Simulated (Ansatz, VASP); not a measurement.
# Ti in VASP and in Ansatz

Contents of POSCAR:

```
Ti
1.0
    4.6000000000      0.0000000000      0.0000000000
   -2.3000000000      3.9837168600      0.0000000000
    0.0000000000      0.0000000000      2.8200000000
Ti
3
Direct
    0.0000000000      0.0000000000      0.0000000000
    0.3396088797      0.6792177595      0.5000000000
    0.6666666667      0.3333333333      0.5000000000
```

The input INCAR.step1:

```
SYSTEM = Ti
PREC     = Accurate       ! precision mode
ENCUT    = 520            ! plane-wave cutoff, eV
ISMEAR   = -1             ! smearing method
SIGMA    = 0.1            ! smearing width, eV
LREAL    = .False.        ! projectors in reciprocal space
LASPH    = .True.         ! aspherical terms in the spheres
NELM     = 100            ! most SCF steps
NBANDS   = 25             ! bands
GGA      = PE             ! functional
ALGO     = Normal         ! electronic algorithm
EDIFF    = 1E-4           ! SCF threshold, eV
LWAVE    = .True.         ! write WAVECAR
LCHARG   = .False.        ! write CHGCAR
```

Contents of INCAR.step2:

```
SYSTEM = Ti
PREC     = Accurate       ! precision mode
ENCUT    = 520            ! plane-wave cutoff, eV
EDIFF    = 1E-7           ! SCF threshold, eV
ISMEAR   = -1             ! smearing method
SIGMA    = 0.1            ! smearing width, eV
LREAL    = .False.        ! projectors in reciprocal space
LASPH    = .True.         ! aspherical terms in the spheres
NELM     = 100            ! most SCF steps
ALGO     = Normal         ! electronic algorithm
ISIF     = 2              ! what is computed and relaxed
LWAVE    = .False.        ! write WAVECAR
LCHARG   = .True.         ! write CHGCAR
METAGGA  = R2SCAN         ! meta-GGA
LMIXTAU  = .True.       
LELF     = .True.         ! ELF
LVHAR    = .True.       
NBANDS   = 25             ! bands
ISTART   = 1
```

Contents of KPOINTS:

```
regular mesh
0
Gamma
  8 8 12
  0 0 0
```

Input for Ansatz:

```yaml
crystal:
  lattice:
    - [4.6, 0.0, 0.0]
    - [-2.3, 3.98371686, 0.0]
    - [0.0, 0.0, 2.82]
  atoms:
    - { symbol: Ti, position: [0.0, 0.0, 0.0] }
    - { symbol: Ti, position: [0.33960887973348586, 0.6792177594669717, 0.5] }
    - { symbol: Ti, position: [0.6666666666666666, 0.3333333333333333, 0.5] }
basis:
  ecutwfc: 653.073269903712
kpoints:
  mp_grid:
    grid: [8, 8, 12]
hamiltonian:
  xc: r2scan
scf:
  occupations:
    method: fermi_dirac
    width: 0.1
output:
  forces: true
```

Alike in both runs: task single point; functional r2SCAN; k mesh 8 × 8 × 12; occupations fermi-dirac, width 0.1 eV; no spin polarisation.

|  | VASP | Ansatz |
| --- | --- | --- |
| version | VASP 6.6.1 | Ansatz 0.2.0 |
| potentials or method | VASP PAW PBE potentials, release 64 (Ti_sv), cutoff 520 eV | plane waves, PAW |
| valence electrons in the cell | 36 | 36 |

Ansatz gave:

* rms of the force components (eV/Å): 0.081

Q: Which values does VASP return?

A: rms of the force components (eV/Å): 0.084.

VASP's potentials were made for PBE, not for r2SCAN. Atom by atom the forces differ by 0.003 eV/Å (rms over components).
